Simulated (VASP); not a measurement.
# Mo3W (P6_3/mmc) in VASP: notebook, part 2 of 2

VASP 6.6.1.

**3. Single point, PBE**

This run uses another cell than the first one, of 16.09 Å³/atom.

INCAR reads:

```
SYSTEM = Mo3W
ALGO = Normal
EDIFF = 1E-6
ENCUT = 500
GGA = PE
GGA_COMPAT = .FALSE.
ISIF = 2
ISMEAR = 0
LASPH = .TRUE.
LCHARG = .TRUE.
LELF = .TRUE.
LREAL = .FALSE.
LVHAR = .TRUE.
LWAVE = .FALSE.
NBANDS = 66
NELM = 120
PREC = Accurate
SIGMA = 0.1
```

KPOINTS reads:

```
k-points
0
G
  3 3 4
  0 0 0
```

POSCAR reads:

```
Mo3W
1.0
    5.7530458676      0.0000000025      0.0000000000
   -2.8765229360      4.9822838692      0.0000000000
    0.0000000000      0.0000000000      4.4908784681
Mo W
6 2
Direct
    0.1675252659      0.3350505318      0.2500000000
    0.6649494682      0.8324747341      0.2500000000
    0.1675252659      0.8324747341      0.2500000000
    0.8324747341      0.6649494682      0.7500000000
    0.3350505318      0.1675252659      0.7500000000
    0.8324747341      0.1675252659      0.7500000000
    0.3333333333      0.6666666667      0.7500000000
    0.6666666667      0.3333333333      0.2500000000
```

Potentials or basis: VASP PAW PBE potentials, release 64 (Mo_sv, W_sv).

Run with:

```sh
$ cat potpaw_PBE.64/Mo_sv/POTCAR potpaw_PBE.64/W_sv/POTCAR > POTCAR
$ mpirun -np 1 vasp_std > vasp.out
```

OUTCAR:

```text
SYSTEM = Mo3W
   EDIFF = 1E-6
   ENCUT = 500
   GGA = PE
   ISIF = 2
   ISMEAR = 0
   LASPH = .TRUE.
   LREAL = .FALSE.
   NELM = 120
   PREC = Accurate

 ion  position               nearest neighbor table
   1  0.168  0.335  0.250-   7 2.79   7 2.79   6 2.80   6 2.80   5 2.80   5 2.80   2 2.86   3 2.86
                             8 2.88   8 2.88   2 2.89   3 2.89
   2  0.665  0.832  0.250-   7 2.79   7 2.79   6 2.80   6 2.80   4 2.80   4 2.80   1 2.86   3 2.86
                             8 2.88   8 2.88   1 2.89   3 2.89
   3  0.168  0.832  0.250-   7 2.79   7 2.79   5 2.80   5 2.80   4 2.80   4 2.80   1 2.86   2 2.86
                             8 2.88   8 2.88   1 2.89   2 2.89
   4  0.832  0.665  0.750-   8 2.79   8 2.79   3 2.80   3 2.80   2 2.80   2 2.80   5 2.86   6 2.86
                             7 2.88   7 2.88   5 2.89   6 2.89
   5  0.335  0.168  0.750-   8 2.79   8 2.79   3 2.80   3 2.80   1 2.80   1 2.80   4 2.86   6 2.86
                             7 2.88   7 2.88   4 2.89   6 2.89
   6  0.832  0.168  0.750-   8 2.79   8 2.79   2 2.80   2 2.80   1 2.80   1 2.80   4 2.86   5 2.86
                             7 2.88   7 2.88   4 2.89   5 2.89
   7  0.333  0.667  0.750-   3 2.79   3 2.79   1 2.79   1 2.79   2 2.79   2 2.79   5 2.88   4 2.88
                             6 2.88   6 2.88   5 2.88   4 2.88
   8  0.667  0.333  0.250-   6 2.79   6 2.79   4 2.79   4 2.79   5 2.79   5 2.79   2 2.88   1 2.88
                             3 2.88   3 2.88   2 2.88   1 2.88

  LATTYP: Found a hexagonal cell.
 ALAT       =     5.7530458676
 C/A-ratio  =     0.7806088412

  Lattice vectors:

 A1 = (   5.7530458676,   0.0000000025,   0.0000000000)
 A2 = (  -2.8765229360,   4.9822838692,   0.0000000000)
 A3 = (   0.0000000000,   0.0000000000,   4.4908784681)

Analysis of symmetry for initial positions (statically):
=====================================================================
 Subroutine PRICEL returns:
 Original cell was already a primitive cell.

 Routine SETGRP: Setting up the symmetry group for a
 hexagonal supercell.

 Subroutine GETGRP returns: Found 24 space group operations
 (whereof 12 operations were pure point group operations)
 out of a pool of 24 trial point group operations.
[... 141 lines left out ...]
   IVDW    =     0    specifies the selected vdW correction
   LEPSILON=     F    determine dielectric tensor
   LRPA    =     F    only Hartree local field effects (RPA)
 non-spin polarized calculation
 Gauss-broadening in eV      SIGMA  =   0.10
  energy-cutoff  :      500.00
  volume of cell :      128.72
 maximum number of plane-waves:      3304
 NGX is ok and might be reduce to    42
   NGX = 21   NGY = 21   NGZ = 17

 number of electron     112.0000023 magnetization

 Free energy of the ion-electron system (eV)
  ---------------------------------------------------
  ext. energy  EPLUGINS =         0.00000000
  ---------------------------------------------------
  free energy    TOTEN  =       -87.47366719 eV

  energy without entropy =      -87.44159059  energy(sigma->0) =      -87.45762889

 E-fermi :  11.5049     XC(G=0): -13.2862

 val. band max:       11.4142528486   @ k =   0.0000   0.0000   0.0000
 cond. band min:      11.5620083036   @ k =   0.3333  -0.0000   0.0000
 fundamental gap:      0.1477554550
 Fermi energy:        11.5049345970

 k-point     1 :       0.0000    0.0000    0.0000
  band No.  band energies     occupation
      1     -62.0517      2.00000
      2     -62.0508      2.00000
      3     -49.0927      2.00000
      4     -48.9565      2.00000
      5     -48.9565      2.00000
      6     -48.9215      2.00000
[... 610 lines left out ...]
     65      14.7375      0.00000
     66      14.7914      0.00000

------------------------ aborting loop because EDIFF is reached ----------------------------------------

  FORCE on cell =-STRESS in cart. coord.  units (eV):
  Direction    XX          YY          ZZ          XY          YZ          ZX
  --------------------------------------------------------------------------------------
  -------------------------------------------------------------------------------------
  Total        0.3950067      0.3950067      0.4655310     -0.0000000      0.0000000      0.0000000
  in kB        4.9165154      4.9165154      5.7943081     -0.0000000      0.0000000      0.0000000
  external PRESSURE =       5.2091130 kB  Pullay stress =       0.0000000 kB

 VOLUME and BASIS-vectors are now :
 -----------------------------------------------------------------------------
  energy-cutoff  :      500.00
  volume of cell :      128.72
      direct lattice vectors                 reciprocal lattice vectors
     5.753045868  0.000000003  0.000000000     0.173820968  0.100355583  0.000000000
    -2.876522936  4.982283869  0.000000000    -0.000000000  0.200711165  0.000000000
     0.000000000  0.000000000  4.490878468     0.000000000  0.000000000  0.222673583

 POSITION                                       TOTAL-FORCE (eV/Angst)
 -----------------------------------------------------------------------------------
     -0.00000      1.66932      1.12272         0.000000     -0.015829     -0.000000
      1.43085      4.14763      1.12272         0.013708      0.007914      0.000000
     -1.43085      4.14763      1.12272        -0.013708      0.007914      0.000000
      2.87652      3.31297      3.36816        -0.000000      0.015829      0.000000
      1.44567      0.83466      3.36816        -0.013708     -0.007914      0.000000
      4.30738      0.83466      3.36816         0.013708     -0.007914     -0.000000
     -0.00000      3.32152      3.36816        -0.000000     -0.000000      0.000000
      2.87652      1.66076      1.12272         0.000000     -0.000000      0.000000
 -----------------------------------------------------------------------------------
    total drift:                               -0.000001      0.000000     -0.000000

  FREE ENERGIE OF THE ION-ELECTRON SYSTEM (eV)
  ---------------------------------------------------
  free  energy   TOTEN  =       -87.4736671911 eV

  energy  without entropy=      -87.4415905853  energy(sigma->0) =      -87.45762889
```

Run time: 2.2 min. Hardware: 1 thread of Intel Xeon 8259CL, shared host; peak memory 0.26 GiB.

Results:

```yaml
Free_energy: -87.4737 eV
Pressure: 0.5 GPa
Largest_force: 0.016 eV/Å
Band_gap_on_the_k_mesh: zero (bands 56 and 57 overlap by 1.24 eV)
```

Forces on the atoms (eV/Å):
```
Mo   0.000 -0.016  0.000
Mo   0.014  0.008  0.000
Mo  -0.014  0.008  0.000
Mo   0.000  0.016  0.000
Mo  -0.014 -0.008  0.000
Mo   0.014 -0.008  0.000
W    0.000  0.000  0.000
W    0.000  0.000  0.000
```

Caveat: the k points lie up to 0.42 Å⁻¹ apart, too coarse for converged energies and pressures of a metal; spin-orbit coupling is left out, which moves the levels of the heavy elements.
